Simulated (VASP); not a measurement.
# Ni (Fm-3m) in VASP: notebook

The runs below take Ni through single point, relaxation of cell and atoms, with PBE.

Program: VASP 6.6.1. These are calculated values, not measurements. Logs are shortened: lines on timing, memory, paths and dates and some standing lists are left out, and cuts for length are marked.

## 1. The cell of the first run

Symmetry: Fm-3m, No. 225, cubic system. Conventional cell: a = 3.512 Å, b = 3.512 Å, c = 3.512 Å, α = 90.00°, β = 90.00°, γ = 90.00°. Within 3.3 Å of Ni (site symmetry m-3m) lie 12 Ni at 2.48 Å.

## 2. Single point, PBE

INCAR

```
SYSTEM = Ni
ALGO = Normal
EDIFF = 1E-6
ENCUT = 520
GGA = PE
ISIF = 2
ISMEAR = 0
LASPH = .TRUE.
LCHARG = .TRUE.
LELF = .TRUE.
LREAL = .FALSE.
LVHAR = .TRUE.
LWAVE = .FALSE.
NBANDS = 11
NELM = 80
PREC = Accurate
SIGMA = 0.1
```

KPOINTS

```
k-points
0
G
  26 26 26
  0 0 0
```

POSCAR

```
Ni
1.0
    0.0000000000      1.7558170845      1.7558170845
    1.7558170845      0.0000000000      1.7558170845
    1.7558170845      1.7558170845      0.0000000000
Ni
1
Direct
    0.0000000000      0.0000000000      0.0000000000
```

Potentials or basis: VASP PAW PBE potentials, release 64 (Ni).

Launch:

```console
cat potpaw_PBE.64/Ni/POTCAR > POTCAR
mpirun -np 1 vasp_std > vasp.out
```

OUTCAR:

```text
SYSTEM = Ni
   EDIFF = 1E-6
   ENCUT = 520
   GGA = PE
   ISIF = 2
   ISMEAR = 0
   LASPH = .TRUE.
   LREAL = .FALSE.
   NELM = 80
   PREC = Accurate

 ion  position               nearest neighbor table
   1  0.000  0.000  0.000-

  LATTYP: Found a face centered cubic cell.
 ALAT       =     3.5116341690

  Lattice vectors:

 A1 = (   0.0000000000,   1.7558170845,   1.7558170845)
 A2 = (   1.7558170845,   0.0000000000,   1.7558170845)
 A3 = (   1.7558170845,   1.7558170845,   0.0000000000)

Analysis of symmetry for initial positions (statically):
=====================================================================
 Subroutine PRICEL returns:
 Original cell was already a primitive cell.

 Routine SETGRP: Setting up the symmetry group for a
 face centered cubic supercell.

 Subroutine GETGRP returns: Found 48 space group operations
 (whereof 48 operations were pure point group operations)
 out of a pool of 48 trial point group operations.

The static configuration has the point symmetry O_h .

Analysis of symmetry for dynamics (positions and initial velocities):
=====================================================================
 Subroutine PRICEL returns:
 Original cell was already a primitive cell.

 Routine SETGRP: Setting up the symmetry group for a
 face centered cubic supercell.

 Subroutine GETGRP returns: Found 48 space group operations
 (whereof 48 operations were pure point group operations)
 out of a pool of 48 trial point group operations.

The dynamic configuration has the point symmetry O_h .

 Subroutine INISYM returns: Found 48 space group operations
 (whereof 48 operations are pure point group operations),
 and found     1 'primitive' translations

----------------------------------------------------------------------------------------

                                     Primitive cell

  volume of cell :      10.8260

  direct lattice vectors                    reciprocal lattice vectors
     0.000000000  1.755817085  1.755817085    -0.284767704  0.284767704  0.284767704
     1.755817085  0.000000000  1.755817085     0.284767704 -0.284767704  0.284767704
     1.755817085  1.755817085  0.000000000     0.284767704  0.284767704 -0.284767704

  length of vectors
     2.483100334  2.483100334  2.483100334     0.493232132  0.493232132  0.493232132

  position of ions in fractional coordinates (direct lattice)
     0.000000000  0.000000000  0.000000000
[... 65 lines left out ...]
   NGXF,Y,Z  is equivalent  to a cutoff of  24.10, 24.10, 24.10 a.u.
 SYSTEM =  Ni
   PREC   = accura    normal or accurate (medium, high low for compatibility)
   ISTART =      0    job   : 0-new  1-cont  2-samecut
   ICHARG =      2    charge: 1-file 2-atom 10-const
   ISPIN  =      1    spin polarized calculation?
   LNONCOLLINEAR =      F non collinear calculations
   LSORBIT =      F    spin-orbit coupling
   LASPH  =      T    aspherical Exc in radial PAW
   ENCUT  =  520.0 eV  38.22 Ry    6.18 a.u.   4.62  4.62  4.62*2*pi/ulx,y,z
   NELM   =     80;   NELMIN=  2; NELMDL= -5     # of ELM steps
   EDIFF  = 0.1E-05   stopping-criterion for ELM
   LREAL  =      F    real-space projection
   EDIFFG = 0.1E-04   stopping-criterion for IOM
   NSW    =      0    number of steps for IOM
   IBRION =     -1    ionic relax: 0-MD 1-quasi-New 2-CG
   NFREE  =      0    steps in history (QN), initial steepest desc. (CG)
   ISIF   =      2    stress and relaxation
   ISYM   =      2    0-nonsym 1-usesym 2-fastsym
   POTIM  = 0.5000    time-step for ionic-motion
   TEBEG  =    0.0;   TEEND  =   0.0 temperature during run
   PSTRESS=    0.0 pullay stress
   NELECT =      10.0000    total number of electrons
   NUPDOWN=      -1.0000    fix difference up-down
   EMIN   =  10.00;   EMAX   =-10.00  energy-range for DOS
[... 5 lines left out ...]
     AMIX     =   0.40;   BMIX     =  1.00
     AMIX_MAG =   1.60;   BMIX_MAG =  1.00
  volume/ion in A,a.u.               =      10.83        73.06
  Fermi-wavevector in a.u.,A,eV,Ry     =   1.594357  3.012898 34.585658  2.541974
  Thomas-Fermi vector in A             =   2.692444
   LORBIT       =      0    0 simple, 1 ext, 2 COOP (PROOUT), +10 PAW based schemes
   GGA     = PE    functional components
   LHFCALC =     F    Hartree Fock is set to
[... 5 lines left out ...]
 Gauss-broadening in eV      SIGMA  =   0.10
  energy-cutoff  :      520.00
  volume of cell :       10.83
 maximum number of plane-waves:       305
   NGX =  9   NGY =  9   NGZ =  9

 number of electron      10.0000013 magnetization

 Free energy of the ion-electron system (eV)
  ---------------------------------------------------
  ext. energy  EPLUGINS =         0.00000000
  ---------------------------------------------------
  free energy    TOTEN  =        -5.42266447 eV

  energy without entropy =       -5.40369233  energy(sigma->0) =       -5.41317840

 E-fermi :   9.2566     XC(G=0): -13.2829

 val. band max:        9.2557890859   @ k =   0.4615   0.1154   0.0000
 cond. band min:       9.2567718802   @ k =   0.4231   0.2692   0.0000
 fundamental gap:      0.0009827942
 Fermi energy:         9.2566009834

 k-point     1 :       0.0000    0.0000    0.0000
  band No.  band energies     occupation
      1       0.3844      2.00000
      2       7.3986      2.00000
      3       7.3986      2.00000
      4       7.3986      2.00000
      5       8.5039      2.00000
      6       8.5039      2.00000
      7      33.1305      0.00000
      8      37.1032      0.00000
      9      37.1032      0.00000
     10      37.1032      0.00000
     11      40.1232      0.00000
[... 309 lines left out ...]
 k-point    24 :       0.3846    0.0385    0.0000
  band No.  band energies     occupation
      1       4.3822      2.00000
      2       7.4162      2.00000
      3       7.4751      2.00000
      4       7.5494      2.00000
      5       9.0572      1.99520
      6       9.0816      1.98667
      7      18.5274      0.00000
      8      31.8711      0.00000
      9      33.2536      0.00000
     10      35.0419      0.00000
     11      37.7280      0.00000

 [... further k-points ...]
[... 5 lines left out ...]
  --------------------------------------------------------------------------------------
  -------------------------------------------------------------------------------------
  Total        0.0003796      0.0003796      0.0003796      0.0000000      0.0000000      0.0000000
  in kB        0.0561767      0.0561767      0.0561767      0.0000000      0.0000000      0.0000000
  external PRESSURE =       0.0561767 kB  Pullay stress =       0.0000000 kB

 VOLUME and BASIS-vectors are now :
 -----------------------------------------------------------------------------
  energy-cutoff  :      520.00
  volume of cell :       10.83
      direct lattice vectors                 reciprocal lattice vectors
     0.000000000  1.755817085  1.755817085    -0.284767704  0.284767704  0.284767704
     1.755817085  0.000000000  1.755817085     0.284767704 -0.284767704  0.284767704
     1.755817085  1.755817085  0.000000000     0.284767704  0.284767704 -0.284767704

 POSITION                                       TOTAL-FORCE (eV/Angst)
 -----------------------------------------------------------------------------------
      0.00000      0.00000      0.00000         0.000000      0.000000      0.000000
 -----------------------------------------------------------------------------------
    total drift:                                0.000000     -0.000000     -0.000000

  FREE ENERGIE OF THE ION-ELECTRON SYSTEM (eV)
  ---------------------------------------------------
  free  energy   TOTEN  =        -5.4226644737 eV

  energy  without entropy=       -5.4036923256  energy(sigma->0) =       -5.41317840
```

OSZICAR:

```text
N       E                     dE             d eps       ncg     rms          rms(c)
DAV:   1     0.288404981811E+02    0.28840E+02   -0.49192E+03 11571   0.124E+03
DAV:   2    -0.554004431953E+01   -0.34381E+02   -0.32564E+02 11641   0.172E+02
DAV:   3    -0.646126442538E+01   -0.92122E+00   -0.91272E+00 12675   0.329E+01
DAV:   4    -0.646884643413E+01   -0.75820E-02   -0.75797E-02 12518   0.266E+00
DAV:   5    -0.646900749779E+01   -0.16106E-03   -0.16106E-03 12949   0.371E-01    0.975E+00
DAV:   6    -0.578346314965E+01    0.68554E+00   -0.15436E+01 13524   0.547E+01    0.588E+00
DAV:   7    -0.544098572779E+01    0.34248E+00   -0.27784E+00 13432   0.215E+01    0.170E+00
DAV:   8    -0.542451432715E+01    0.16471E-01   -0.23781E-02 15954   0.149E+00    0.486E-01
DAV:   9    -0.542265077236E+01    0.18636E-02   -0.25667E-03 16693   0.358E-01    0.778E-02
DAV:  10    -0.542266709127E+01   -0.16319E-04   -0.18886E-05 11911   0.482E-02    0.346E-02
DAV:  11    -0.542266441657E+01    0.26747E-05   -0.85647E-07  9393   0.131E-02    0.275E-03
DAV:  12    -0.542266447367E+01   -0.57093E-07   -0.59730E-08  6149   0.233E-03
   1 F= -.54226645E+01 E0= -.54131784E+01  d E =-.189721E-01
```

Run time: 27 s. Hardware: 1 thread of Intel Xeon 6975P-C (Granite Rapids), shared host; peak memory 0.17 GiB.

What came out:

```yaml
Free_energy: -5.4227 eV
Pressure: 0.0 GPa
Band_gap_on_the_k_mesh: zero (band 5 reaches 9.43 eV, above the bottom of band 6 at 8.46 eV)
```

Levels at points of the mesh, in eV from the Fermi level:
| k point | band 2 | band 3 | band 4 | band 5 | band 6 | band 7 | band 8 | band 9 |
| --- | --- | --- | --- | --- | --- | --- | --- | --- |
| (0.00, 0.00, 0.00) | -1.86 | -1.86 | -1.86 | -0.75 | -0.75 | 23.87 | 27.85 | 27.85 |
| (0.50, 0.00, 0.00) | -1.90 | -1.90 | -0.14 | -0.01 | -0.01 | 6.11 | 22.37 | 25.00 |
| (0.50, 0.50, 0.00) | -3.70 | -0.03 | 0.17 | 0.17 | 2.62 | 9.58 | 15.07 | 15.07 |

Caveat: the run has no spin polarisation, though such a crystal can be magnetic. Spin polarisation is off, so any magnetic state and its effect on volume and gap are missing.

## 3. Single point, PBE

INCAR

```
PREC = Accurate ; ENCUT = 520
EDIFF = 1E-7 ; ISMEAR = 0
SIGMA = 0.1 ; LREAL = False
LASPH = True ; NELM = 80
ALGO = Normal ; ISIF = 2
LWAVE = False ; LCHARG = False
GGA = PE ; NBANDS = 11
```

KPOINTS

```
regular mesh
0
Gamma
  26 26 26
```

POSCAR

```
Ni
1.0
    0.0000000000      1.7558102346      1.7558102346
    1.7558102346      0.0000000000      1.7558102346
    1.7558102346      1.7558102346      0.0000000000
Ni
1
Direct
    0.5000000000      0.5000000000      0.5000000000
```

Potentials or basis: VASP PAW PBE potentials, release 64 (Ni).

Launch:

```console
cat potpaw_PBE.64/Ni/POTCAR > POTCAR
mpirun -np 1 vasp_std > vasp.out
```

Wall time 39 s (1 thread of Intel Xeon Platinum 8375C at 2.90GHz (Ice Lake), shared host); peak memory 0.17 GiB.

The run converged. Its results:

```
Free energy            : -5.4227 eV
Pressure               : 0.0 GPa
Band gap on the k mesh : zero (band 5 reaches 9.43 eV, above the bottom of band 6 at 8.46 eV)
```

Levels at points of the mesh, in eV from the Fermi level:
```tsv
k point	band 3	band 4	band 5	band 6	band 7	band 8
(0.00, 0.00, 0.00)	-1.86	-1.86	-0.75	-0.75	23.87	27.85
(0.50, 0.00, 0.00)	-1.90	-0.14	-0.01	-0.01	6.11	22.37
(0.50, 0.50, 0.00)	-0.03	0.17	0.17	2.62	9.58	15.07
```

Caveat: the run has no spin polarisation, though such a crystal can be magnetic. Spin polarisation is off, so any magnetic state and its effect on volume and gap are missing.

## 4. Single point, PBE

INCAR

```
SYSTEM = Ni
ALGO = Normal
EDIFF = 1E-7
ENCUT = 520
GGA = PE
ISIF = 2
ISMEAR = 0
LASPH = .True.
LCHARG = .True.
LELF = .True.
LREAL = .False.
LVHAR = .True.
LWAVE = .False.
NBANDS = 11
NELM = 80
PREC = Accurate
SIGMA = 0.1
```

KPOINTS

```
k-points
0
Gamma
  26 26 26
  0 0 0
```

POSCAR

```
Ni
1.0
    0.0000000000      1.7557308642      1.7557308642
    1.7557308642      0.0000000000      1.7557308642
    1.7557308642      1.7557308642      0.0000000000
Ni
1
Direct
    0.5000000000      0.5000000000      0.5000000000
```

Launch:

```console
cat potpaw_PBE.64/Ni/POTCAR > POTCAR
mpirun -np 1 vasp_std > vasp.out
```

It took 28 s on 1 thread of Intel Xeon Platinum 8488C (Sapphire Rapids), shared host; peak memory 0.17 GiB.

The run converged. Its results:

- Free energy: -5.4227 eV
- Pressure: 0.0 GPa
- Band gap on the k mesh: zero (band 5 reaches 9.43 eV, above the bottom of band 6 at 8.46 eV)

Levels at points of the mesh, in eV from the Fermi level:
```tsv
k point	band 3	band 4	band 5	band 6	band 7	band 8
(0.00, 0.00, 0.00)	-1.86	-1.86	-0.75	-0.75	23.88	27.85
(0.50, 0.00, 0.00)	-1.91	-0.14	-0.01	-0.01	6.11	22.37
(0.50, 0.50, 0.00)	-0.03	0.17	0.17	2.62	9.59	15.07
```

Caveat: the run has no spin polarisation, though such a crystal can be magnetic. Spin polarisation is off, so any magnetic state and its effect on volume and gap are missing.

## 5. Relaxation of cell and atoms, PBE

INCAR

```
SYSTEM = Ni
ALGO = Normal ; EDIFF = 1E-6
EDIFFG = -0.01 ; ENCUT = 600
GGA = PE ; IBRION = 2
ISIF = 3 ; ISMEAR = 0
LASPH = .True. ; LCHARG = .False.
LREAL = .False. ; LWAVE = .False.
NELM = 60 ; NSW = 100
PREC = Accurate ; SIGMA = 0.1
```

KPOINTS is that of step 4.

POSCAR

```
Ni
1.0
    0.0000000000      1.7556472368      1.7556472368
    1.7556472368      0.0000000000      1.7556472368
    1.7556472368      1.7556472368      0.0000000000
Ni
1
Direct
    0.5000000000      0.5000000000      0.5000000000
```

Launch:

```console
cat potpaw_PBE.64/Ni/POTCAR > POTCAR
mpirun -np 1 vasp_std > vasp.out
```

It took 90 s on 1 thread of AMD EPYC 7R13, shared host; peak memory 0.15 GiB.

The run converged. Its results:

```
Free energy             : -5.4224 eV
Pressure after relaxing : 0.0 GPa
Band gap on the k mesh  : zero (band 5 reaches 9.44 eV, above the bottom of band 6 at 8.46 eV)
```

Final structure:
```xyz
1
Lattice="0.0000 1.7556 1.7556 1.7556 0.0000 1.7556 1.7556 1.7556 0.0000" Properties=species:S:1:pos:R:3 pbc="T T T"
Ni    1.7556    1.7556    1.7556
```

Levels at points of the mesh, in eV from the Fermi level:
```
           k point  band 1  band 2  band 3  band 4  band 5  band 6  band 7  band 8  band 9
(0.00, 0.00, 0.00)   -8.87   -1.86   -1.86   -1.86   -0.75   -0.75   23.88   27.85   27.85
(0.50, 0.00, 0.00)   -4.44   -1.91   -1.91   -0.14   -0.01   -0.01    6.11   22.37   25.00
(0.50, 0.50, 0.00)   -4.30   -3.71   -0.03    0.17    0.17    2.62    9.59   15.07   15.07
```

Caveat: the relaxation stopped at its first step, so nothing moved; the run has no spin polarisation, though such a crystal can be magnetic. Spin polarisation is off, so any magnetic state and its effect on volume and gap are missing.
